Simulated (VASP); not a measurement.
Set up this calculation in VASP 6.6.1, as the native input.

- Task: electric field gradients
- Functional: PBE
- Potentials or basis: VASP PAW PBE potentials, release 64 (Hf_pv, O)
- Cutoff: 520 eV
- k mesh: 9 × 9 × 9
- Occupations: fermi-dirac, width 0.01 eV
- Spin: no spin polarisation
- Dipole correction: no
- Further INCAR settings: ALGO = Normal; EDIFF = 1e-08; NBANDS = 18

The structure of HfO2 lies in POSCAR:

```
HfO2
1.0
   -0.0767250000      2.5191375000      2.5191375000
    2.5191375000     -0.0767250000      2.5191375000
    2.5191375000      2.5191375000     -0.0767250000
Hf O
1 2
Direct
    0.0000000000      0.0000000000      0.0000000000
    0.2500000000      0.2500000000      0.2500000000
    0.7500000000      0.7500000000      0.7500000000
```

This cell differs from its parent crystal: equal xy, yz and zx shear strains of -3 %.

These files were run (other wordings do the same):

INCAR

```
PREC = Accurate ; ENCUT = 520
EDIFF = 1E-8 ; ISMEAR = -1
SIGMA = 0.01 ; LREAL = False
LASPH = True ; NELM = 80
ALGO = Normal ; ISIF = 2
LWAVE = False ; LCHARG = False
GGA = PE ; LEFG = True
NBANDS = 18
```

KPOINTS

```
Automatic mesh
0
Gamma
  9 9 9
```

Potentials or basis: VASP PAW PBE potentials, release 64 (Hf_pv, O).

Run with:

```console
$ cat potpaw_PBE.64/Hf_pv/POTCAR potpaw_PBE.64/O/POTCAR > POTCAR
$ mpirun -np 1 vasp_std > vasp.out
```

It gave:

| Property | Result |
| --- | --- |
| Pressure | -5.2 GPa |
| Largest force | 0.364 eV/Å |
| Band gap on the k mesh | 3.85 eV (least direct gap 3.96 eV) |
| Largest electric field gradient by atom | Hf -116.3; O -5.2 V/Å² |

Caveat: the cell differs from its parent crystal (equal xy, yz and zx shear strains of -3 %); the cell stands under tension; without QUAD_EFG the Cq values of the log hold for a quadrupole moment of 1 mb, not for the nuclei; spin-orbit coupling is left out, which moves the levels of the heavy elements; an odd mesh through Γ misses points on the zone boundary, where band edges can lie.

Run time: 100 s on 1 thread of Intel Xeon 8259CL, with other jobs on the host, peak memory 0.19 GiB.
